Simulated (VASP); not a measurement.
Write the native input for VASP 6.6.1 that does the following.

| Quantity | Value |
| --- | --- |
| Task | single point |
| Functional | LDA |
| Potentials or basis | VASP PAW LDA potentials, release 64 (Fe_sv, Sb_d_GW) |
| Cutoff | 690 eV |
| k mesh | 8 × 8 × 6 |
| Occupations | fermi-dirac, width 0.1 eV |
| Spin | collinear spin, ferromagnetic start |
| Starting moments | [3.0, 3.0, 0.0, 0.0] μB |
| Dipole correction | no |
| Further INCAR settings | ALGO = Normal; EDIFF = 1e-06; NBANDS = 43 |

The structure of FeSb lies in POSCAR:

```
FeSb
1.0
    4.3143937909      0.0000000000      0.0000000000
   -2.1571968954      3.7363746249      0.0000000000
    0.0000000000      0.0000000000      5.4514384599
Fe Sb
2 2
Direct
    0.0000000000      0.0000000000      0.0000000000
    0.0000000000      0.0000000000      0.5000000000
    0.3333333333      0.6666666667      0.2500000000
    0.6666666667      0.3333333333      0.7500000000
```

One way to write it, as run:

INCAR

```
PREC = Accurate ; ENCUT = 690
EDIFF = 1E-6 ; ISMEAR = -1
SIGMA = 0.1 ; LREAL = F
LASPH = T ; NELM = 200
ALGO = Normal ; ISIF = 2
LWAVE = F ; LCHARG = F
ISPIN = 2 ; MAGMOM = 3 3 0 0
LORBIT = 11 ; LMAXMIX = 4
NBANDS = 43 ; GGA_COMPAT = F
```

KPOINTS

```
regular mesh
0
Gamma
  8 8 6
```

Potentials or basis: VASP PAW LDA potentials, release 64 (Fe_sv, Sb_d_GW).

The run is started by

```bash
$ cat potpaw_LDA.64/Fe_sv/POTCAR potpaw_LDA.64/Sb_d_GW/POTCAR > POTCAR
$ mpirun -np 1 vasp_std > vasp.out
```

It gave:

```json
{"Pressure": "-18.0 GPa", "Net moment": "4.59 μB per cell", "Site moments": "Fe +2.25; Sb -0.07 μB", "Valence electrons inside the program's atomic spheres": "Fe 13.72; Sb 12.68"}
```

Caveat: the cell stands under tension; the run started ferromagnetic, and an antiferromagnetic order may lie lower in energy.

Run time: 5.4 min on 1 thread of AMD EPYC 9R45 96-Core Processor (Zen 5), with other jobs on the host, peak memory 0.45 GiB.
